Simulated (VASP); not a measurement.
## Al2Cu: single point with PBE

The system is Al2Cu.

```
CELL_PARAMETERS angstrom
4.12116 0.00000 0.00000
0.00000 4.12116 0.00000
0.00000 0.00000 2.88473
ATOMIC_POSITIONS crystal
Al 0.50226 0.00000 0.50000
Al 0.97040 0.50000 0.50000
Cu 0.01161 0.00000 0.00000
```

This cell differs from its parent crystal: mode 4 frozen in at -0.122 Å and mode 9 at +0.000 Å (largest displacements).

| Quantity | Value |
| --- | --- |
| Program | VASP 6.6.1 |
| Task | single point |
| Functional | PBE |
| Potentials or basis | VASP PAW PBE potentials, release 64 (Al, Cu) |
| Cutoff | 520 eV |
| k mesh | 10 × 10 × 14 |
| Occupations | gaussian, width 0.15 eV |
| Spin | no spin polarisation |

```json
{"Pressure": "0.2 GPa", "Largest force": "0.231 eV/Å"}
```

Forces in eV/Å, atoms in the order of the input:
```
Al  -0.020  0.000  0.000
Al   0.231  0.000  0.000
Cu  -0.211  0.000  0.000
```

Stress tensor (GPa, compression positive):
```
 0.51  0.00  0.00
 0.00  0.16  0.00
 0.00  0.00 -0.04
```

Levels at points of the mesh, in eV from the Fermi level:
| k point | band 6 | band 7 | band 8 | band 9 | band 10 | band 11 | band 12 | band 13 |
| --- | --- | --- | --- | --- | --- | --- | --- | --- |
| (0.00, 0.00, 0.00) | -3.96 | -2.35 | -2.34 | -0.14 | 0.88 | 6.06 | 6.10 | 6.17 |
| (0.50, 0.00, 0.00) | -4.00 | -3.95 | -1.02 | 1.53 | 1.61 | 1.98 | 7.49 | 8.33 |
| (0.00, 0.50, 0.00) | -3.99 | -3.97 | -1.05 | 1.27 | 1.87 | 2.02 | 7.48 | 8.34 |
| (0.50, 0.50, 0.00) | -4.13 | -4.00 | -3.98 | -2.41 | 8.53 | 8.53 | 9.44 | 9.76 |
| (0.00, 0.00, 0.50) | -4.00 | -2.94 | 2.36 | 2.42 | 2.49 | 2.81 | 2.93 | 3.28 |
| (0.50, 0.00, 0.50) | -4.06 | -3.02 | -2.38 | -1.68 | 3.47 | 4.05 | 4.54 | 4.92 |
| (0.00, 0.50, 0.50) | -4.04 | -2.97 | -2.40 | -1.68 | 3.70 | 4.00 | 4.31 | 4.96 |
| (0.50, 0.50, 0.50) | -3.38 | -2.23 | -2.19 | -0.95 | -0.77 | -0.09 | 0.03 | 2.44 |

Run time: 110 s on 1 thread of Intel(R) Xeon(R) Platinum 8559C (Emerald Rapids), with other jobs on the host, peak memory 0.33 GiB.

Caveat: the cell differs from its parent crystal (mode 4 frozen in at -0.122 Å and mode 9 at +0.000 Å (largest displacements)).
